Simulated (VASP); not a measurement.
Set up this calculation in VASP 6.6.1, as the native input.

| Property | Result |
| --- | --- |
| Task | single point |
| Functional | PBE |
| Potentials or basis | VASP PAW PBE potentials, release 64 (Mg, B) |
| Cutoff | 520 eV |
| k mesh | 15 × 15 × 12 |
| Occupations | gaussian, width 0.1 eV |
| Spin | no spin polarisation |
| Dipole correction | no |
| Further INCAR settings | ALGO = Normal; EDIFF = 1e-06; NBANDS = 11 |

The structure of MgB2 lies in POSCAR:

```
MgB2
1.0
    3.0485993645      0.0000000000      0.0000000000
   -1.5242996822      2.6401644956      0.0000000000
    0.0000000000      0.0000000000      3.4808746099
Mg B
1 2
Direct
    0.0000000000      0.0000000000      0.0000000000
    0.3333333333      0.6666666667      0.5000000000
    0.6666666667      0.3333333333      0.5000000000
```

These files were run (other wordings do the same):

INCAR

```
SYSTEM = MgB2
PREC = Accurate
ENCUT = 520
EDIFF = 1E-6
ISMEAR = 0
SIGMA = 0.1
LREAL = .FALSE.
LASPH = .TRUE.
NELM = 100
ALGO = Normal
ISIF = 2
LWAVE = .FALSE.
LCHARG = .FALSE.
GGA = PE
NBANDS = 11
```

KPOINTS

```
Automatic mesh
0
G
  15 15 12
  0 0 0
```

Potentials or basis: VASP PAW PBE potentials, release 64 (Mg, B).

Launch:

```sh
$ cat potpaw_PBE.64/Mg/POTCAR potpaw_PBE.64/B/POTCAR > POTCAR
$ mpirun -np 1 vasp_std > vasp.out
```

It gave:

```
Pressure               : 4.4 GPa
Band gap on the k mesh : zero (bands 4 and 5 overlap by 3.89 eV)
```

Caveat: the cell stands under pressure.

Run time: 68 s on 1 thread of Intel Xeon 8259CL, on a shared host, peak memory 0.19 GiB.
